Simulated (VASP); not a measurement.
# PbO2 (Fm-3m) in VASP: single point with LDA

Aim: the single point of PbO2 with LDA.

Program: VASP 6.6.1. These are calculated values, not measurements. Logs are shortened: lines on timing, memory, paths and dates and some standing lists are left out, and cuts for length are marked.

**1. The cell of the first run**

Symmetry: Fm-3m, No. 225, cubic system. The conventional cell has a = 5.140 Å, b = 5.140 Å, c = 5.140 Å, α = 90.00°, β = 90.00°, γ = 90.00°. Within 2.9 Å of Pb (site symmetry m-3m) lie 8 O at 2.23 Å. O (site symmetry -43m) has 4 Pb at 2.23 Å and 6 O at 2.57 Å within 2.9 Å.

**2. Single point, LDA**

The input, INCAR:

```
SYSTEM = PbO2
ALGO = Normal
EDIFF = 1E-6
ENCUT = 600
GGA_COMPAT = .FALSE.
ISIF = 2
ISMEAR = -1
LASPH = .TRUE.
LCHARG = .FALSE.
LREAL = .FALSE.
LWAVE = .FALSE.
NBANDS = 20
NELM = 120
PREC = Accurate
SIGMA = 0.02
```

The input, KPOINTS:

```
k-points
0
G
  5 5 5
  0 0 0
```

The input, POSCAR:

```
PbO2
1.0
    0.0000000000      2.5700000000      2.5700000000
    2.5700000000      0.0000000000      2.5700000000
    2.5700000000      2.5700000000      0.0000000000
Pb O
1 2
Direct
    0.0000000000      0.0000000000      0.0000000000
    0.2500000000      0.2500000000      0.2500000000
    0.7500000000      0.7500000000      0.7500000000
```

Potentials or basis: VASP PAW LDA potentials, release 64 (Pb_d, O).

Launch:

```
$ cat potpaw_LDA.64/Pb_d/POTCAR potpaw_LDA.64/O/POTCAR > POTCAR
$ mpirun -np 1 vasp_std > vasp.out
```

OUTCAR:

```text
SYSTEM = PbO2
   EDIFF = 1E-6
   ENCUT = 600
   ISIF = 2
   ISMEAR = -1
   LASPH = .TRUE.
   LREAL = .FALSE.
   NELM = 120
   PREC = Accurate

 ion  position               nearest neighbor table
   1  0.000  0.000  0.000-   3 2.23   3 2.23   3 2.23   2 2.23   3 2.23   2 2.23   2 2.23   2 2.23

   2  0.250  0.250  0.250-   1 2.23   1 2.23   1 2.23   1 2.23
   3  0.750  0.750  0.750-   1 2.23   1 2.23   1 2.23   1 2.23

  LATTYP: Found a face centered cubic cell.
 ALAT       =     5.1400000000

  Lattice vectors:

 A1 = (   0.0000000000,   2.5700000000,   2.5700000000)
 A2 = (   2.5700000000,   0.0000000000,   2.5700000000)
 A3 = (   2.5700000000,   2.5700000000,   0.0000000000)

Analysis of symmetry for initial positions (statically):
=====================================================================
 Subroutine PRICEL returns:
 Original cell was already a primitive cell.

 Routine SETGRP: Setting up the symmetry group for a
 face centered cubic supercell.

 Subroutine GETGRP returns: Found 48 space group operations
 (whereof 48 operations were pure point group operations)
 out of a pool of 48 trial point group operations.

The static configuration has the point symmetry O_h .

Analysis of symmetry for dynamics (positions and initial velocities):
=====================================================================
 Subroutine PRICEL returns:
 Original cell was already a primitive cell.

 Routine SETGRP: Setting up the symmetry group for a
 face centered cubic supercell.

 Subroutine GETGRP returns: Found 48 space group operations
 (whereof 48 operations were pure point group operations)
 out of a pool of 48 trial point group operations.

The dynamic configuration has the point symmetry O_h .

 Subroutine INISYM returns: Found 48 space group operations
 (whereof 48 operations are pure point group operations),
 and found     1 'primitive' translations

----------------------------------------------------------------------------------------

                                     Primitive cell

  volume of cell :      33.9492

  direct lattice vectors                    reciprocal lattice vectors
     0.000000000  2.570000000  2.570000000    -0.194552529  0.194552529  0.194552529
     2.570000000  0.000000000  2.570000000     0.194552529 -0.194552529  0.194552529
     2.570000000  2.570000000  0.000000000     0.194552529  0.194552529 -0.194552529

  length of vectors
     3.634528855  3.634528855  3.634528855     0.336974865  0.336974865  0.336974865

  position of ions in fractional coordinates (direct lattice)
     0.000000000  0.000000000  0.000000000
     0.250000000  0.250000000  0.250000000
     0.750000000  0.750000000  0.750000000

  ion indices of the primitive-cell ions
   primitive index   ion index
                 1           1
                 2           2
                 3           3

----------------------------------------------------------------------------------------

 KPOINTS: k-points

Automatic generation of k-mesh.
 Grid dimensions read from file:
 generate k-points for:    5    5    5

 Generating k-lattice:

  Cartesian coordinates                     Fractional coordinates (reciprocal lattice)
    -0.038910506  0.038910506  0.038910506     0.200000000  0.000000000  0.000000000
     0.038910506 -0.038910506  0.038910506     0.000000000  0.200000000  0.000000000
     0.038910506  0.038910506 -0.038910506     0.000000000  0.000000000  0.200000000

  Length of vectors
     0.067394973  0.067394973  0.067394973

  Shift w.r.t. Gamma in fractional coordinates (k-lattice)
     0.000000000  0.000000000  0.000000000

 Subroutine IBZKPT returns following result:
 ===========================================

 Found     10 irreducible k-points:

 Following reciprocal coordinates:
            Coordinates               Weight
  0.000000  0.000000  0.000000      1.000000
  0.200000  0.000000  0.000000      8.000000
  0.400000  0.000000  0.000000      8.000000
  0.200000  0.200000  0.000000      6.000000
  0.400000  0.200000  0.000000     24.000000
 -0.400000  0.200000  0.000000     24.000000
 -0.200000  0.200000  0.000000     12.000000
  0.400000  0.400000  0.000000      6.000000
 -0.400000  0.400000  0.000000     12.000000
 -0.400000  0.400000  0.200000     24.000000
   k-points           NKPTS =     10   k-points in BZ     NKDIM =     10   number of bands    NBANDS=     20
   number of dos      NEDOS =    301   number of ions     NIONS =      3
   total plane-waves  NPLWV =  27000
   dimension x,y,z NGX =    30 NGY =   30 NGZ =   30
   dimension x,y,z NGXF=    60 NGYF=   60 NGZF=   60
   ions per type =               1   2
   NGX,Y,Z   is equivalent  to a cutoff of  13.72, 13.72, 13.72 a.u.
   NGXF,Y,Z  is equivalent  to a cutoff of  27.44, 27.44, 27.44 a.u.
 SYSTEM =  PbO2
   PREC   = accura    normal or accurate (medium, high low for compatibility)
   ISTART =      0    job   : 0-new  1-cont  2-samecut
   ICHARG =      2    charge: 1-file 2-atom 10-const
   ISPIN  =      1    spin polarized calculation?
   LNONCOLLINEAR =      F non collinear calculations
   LSORBIT =      F    spin-orbit coupling
   LASPH  =      T    aspherical Exc in radial PAW
   ENCUT  =  600.0 eV  44.10 Ry    6.64 a.u.   7.26  7.26  7.26*2*pi/ulx,y,z
   NELM   =    120;   NELMIN=  2; NELMDL= -5     # of ELM steps
   EDIFF  = 0.1E-05   stopping-criterion for ELM
   LREAL  =      F    real-space projection
   EDIFFG = 0.1E-04   stopping-criterion for IOM
   NSW    =      0    number of steps for IOM
   IBRION =     -1    ionic relax: 0-MD 1-quasi-New 2-CG
   NFREE  =      0    steps in history (QN), initial steepest desc. (CG)
   ISIF   =      2    stress and relaxation
   ISYM   =      2    0-nonsym 1-usesym 2-fastsym
   POTIM  = 0.5000    time-step for ionic-motion
   TEBEG  =    0.0;   TEEND  =   0.0 temperature during run
   PSTRESS=    0.0 pullay stress
   NELECT =      26.0000    total number of electrons
   NUPDOWN=      -1.0000    fix difference up-down
   EMIN   =  10.00;   EMAX   =-10.00  energy-range for DOS
   EFERMI =   0.00;   METHOD = LEGACY
   ISMEAR =    -1;   SIGMA  =   0.02  broadening in eV -4-tet -1-fermi 0-gaus
   EFERMI_NEDOS =   21; number of points for ismear=-14 and -15
   IALGO  =     38    algorithm
   IMIX   =      4    mixing-type and parameters
     AMIX     =   0.40;   BMIX     =  1.00
     AMIX_MAG =   1.60;   BMIX_MAG =  1.00
  volume/ion in A,a.u.               =      11.32        76.37
  Fermi-wavevector in a.u.,A,eV,Ry     =   1.497808  2.830447 30.523704  2.243429
  Thomas-Fermi vector in A             =   2.609648
   LORBIT       =      0    0 simple, 1 ext, 2 COOP (PROOUT), +10 PAW based schemes
   GGA     = CA    functional components
   LHFCALC =     F    Hartree Fock is set to
   AEXX    =    0.0000 exact exchange contribution
   IVDW    =     0    specifies the selected vdW correction
   LEPSILON=     F    determine dielectric tensor
   LRPA    =     F    only Hartree local field effects (RPA)
 non-spin polarized calculation
  energy-cutoff  :      600.00
  volume of cell :       33.95
 maximum number of plane-waves:      1149
 NGX is ok and might be reduce to    30
   NGX = 15   NGY = 15   NGZ = 15

 number of electron      25.9999996 magnetization

 Free energy of the ion-electron system (eV)
  ---------------------------------------------------
  ext. energy  EPLUGINS =         0.00000000
  ---------------------------------------------------
  free energy    TOTEN  =       -18.00915434 eV

  energy without entropy =      -18.00781124  energy(sigma->0) =      -18.00848279

 E-fermi :   7.3242     XC(G=0): -12.4866

 val. band max:        7.2613621883   @ k =  -0.4000   0.4000   0.2000
 cond. band min:       8.8365014261   @ k =   0.2000   0.2000   0.0000
 fundamental gap:      1.5751392378
 Fermi energy:         7.3242295533

 k-point     1 :       0.0000    0.0000    0.0000
  band No.  band energies     occupation
      1     -12.2221      2.00000
      2      -8.4957      2.00000
      3      -8.4957      2.00000
      4      -8.4957      2.00000
      5      -8.1791      2.00000
      6      -8.0248      2.00000
[... 12 lines left out ...]
     19      23.6384      0.00000
     20      23.6384      0.00000

 k-point     2 :       0.2000    0.0000    0.0000
  band No.  band energies     occupation
      1     -11.8235      2.00000
      2      -9.6572      2.00000
      3      -8.4238      2.00000
      4      -8.4238      2.00000
      5      -8.0260      2.00000
      6      -8.0260      2.00000
[... 12 lines left out ...]
     19      23.4402      0.00000
     20      23.4402      0.00000

 k-point     3 :       0.4000    0.0000    0.0000
  band No.  band energies     occupation
      1     -11.3010      2.00000
      2      -9.9675      2.00000
      3      -8.3591      2.00000
      4      -8.3591      2.00000
      5      -7.9674      2.00000
      6      -7.9674      2.00000
[... 12 lines left out ...]
     19      23.2327      0.00000
     20      23.2327      0.00000

 k-point     4 :       0.2000    0.2000    0.0000
  band No.  band energies     occupation
      1     -11.6639      2.00000
      2      -9.9385      2.00000
      3      -8.3505      2.00000
      4      -8.3505      2.00000
      5      -8.0964      2.00000
      6      -7.9866      2.00000
[... 12 lines left out ...]
     19      23.5950      0.00000
     20      24.4461      0.00000

 k-point     5 :       0.4000    0.2000    0.0000
  band No.  band energies     occupation
      1     -11.0722      2.00000
      2     -10.4301      2.00000
      3      -8.2518      2.00000
      4      -8.2055      2.00000
      5      -7.9744      2.00000
      6      -7.9462      2.00000
[... 12 lines left out ...]
     19      23.7397      0.00000
     20      26.1509      0.00000

 k-point     6 :      -0.4000    0.2000    0.0000
  band No.  band energies     occupation
      1     -11.0403      2.00000
      2     -10.3296      2.00000
      3      -8.2444      2.00000
      4      -8.1492      2.00000
      5      -7.9873      2.00000
      6      -7.4832      2.00000
[... 12 lines left out ...]
     19      23.2870      0.00000
     20      26.2026      0.00000

 k-point     7 :      -0.2000    0.2000    0.0000
  band No.  band energies     occupation
      1     -11.3065      2.00000
      2     -10.2540      2.00000
      3      -8.3234      2.00000
      4      -8.2084      2.00000
      5      -8.0669      2.00000
      6      -7.9002      2.00000
[... 12 lines left out ...]
     19      23.0939      0.00000
     20      25.6172      0.00000

 k-point     8 :       0.4000    0.4000    0.0000
  band No.  band energies     occupation
      1     -10.8652      2.00000
      2     -10.4819      2.00000
      3      -8.2491      2.00000
      4      -8.0865      2.00000
      5      -8.0865      2.00000
      6      -7.9242      2.00000
[... 12 lines left out ...]
     19      23.5452      0.00000
     20      26.0337      0.00000

 k-point     9 :      -0.4000    0.4000    0.0000
  band No.  band energies     occupation
      1     -10.9095      2.00000
      2     -10.4091      2.00000
      3      -8.2323      2.00000
      4      -8.0754      2.00000
      5      -7.9572      2.00000
      6      -7.5571      2.00000
[... 12 lines left out ...]
     19      24.2838      0.00000
     20      24.6573      0.00000

 k-point    10 :      -0.4000    0.4000    0.2000
  band No.  band energies     occupation
      1     -10.7236      2.00000
      2     -10.6884      2.00000
      3      -8.1839      2.00000
      4      -8.0943      2.00000
      5      -8.0005      2.00000
      6      -7.3461      2.00000
[... 12 lines left out ...]
     19      23.9450      0.00000
     20      25.2473      0.00000

------------------------ aborting loop because EDIFF is reached ----------------------------------------

  FORCE on cell =-STRESS in cart. coord.  units (eV):
  Direction    XX          YY          ZZ          XY          YZ          ZX
  --------------------------------------------------------------------------------------
  -------------------------------------------------------------------------------------
  Total        3.5317677      3.5317677      3.5317677     -0.0000000      0.0000000     -0.0000000
  in kB      166.6761044    166.6761044    166.6761044     -0.0000000      0.0000000     -0.0000000
  external PRESSURE =     166.6761044 kB  Pullay stress =       0.0000000 kB

 VOLUME and BASIS-vectors are now :
 -----------------------------------------------------------------------------
  energy-cutoff  :      600.00
  volume of cell :       33.95
      direct lattice vectors                 reciprocal lattice vectors
     0.000000000  2.570000000  2.570000000    -0.194552529  0.194552529  0.194552529
     2.570000000  0.000000000  2.570000000     0.194552529 -0.194552529  0.194552529
     2.570000000  2.570000000  0.000000000     0.194552529  0.194552529 -0.194552529

 POSITION                                       TOTAL-FORCE (eV/Angst)
 -----------------------------------------------------------------------------------
      0.00000      0.00000      0.00000        -0.000000      0.000000     -0.000000
      1.28500      1.28500      1.28500         0.000000      0.000000     -0.000000
      3.85500      3.85500      3.85500        -0.000000     -0.000000      0.000000
 -----------------------------------------------------------------------------------
    total drift:                                0.000000     -0.000000      0.000000

  FREE ENERGIE OF THE ION-ELECTRON SYSTEM (eV)
  ---------------------------------------------------
  free  energy   TOTEN  =       -18.0091543409 eV

  energy  without entropy=      -18.0078112414  energy(sigma->0) =      -18.00848279
```

Wall time 21 s (1 thread of AMD EPYC 7R13, shared host); peak memory 0.12 GiB.

What came out:

- Free energy: -18.0092 eV
- Pressure: 16.7 GPa
- Band gap on the k mesh: zero (band 13 reaches 7.26 eV, above the bottom of band 14 at 5.97 eV)

Levels at points of the mesh, in eV from the Fermi level:
```csv
k point,band 9,band 10,band 11,band 12,band 13,band 14,band 15,band 16,band 17,band 18
"(0.00, 0.00, 0.00)",-2.10,-2.10,-1.44,-1.44,-1.44,-1.36,7.26,7.26,7.26,12.23
```

Caveat: the k points lie up to 0.42 Å⁻¹ apart; spin-orbit coupling is left out, which moves the levels of the heavy elements.
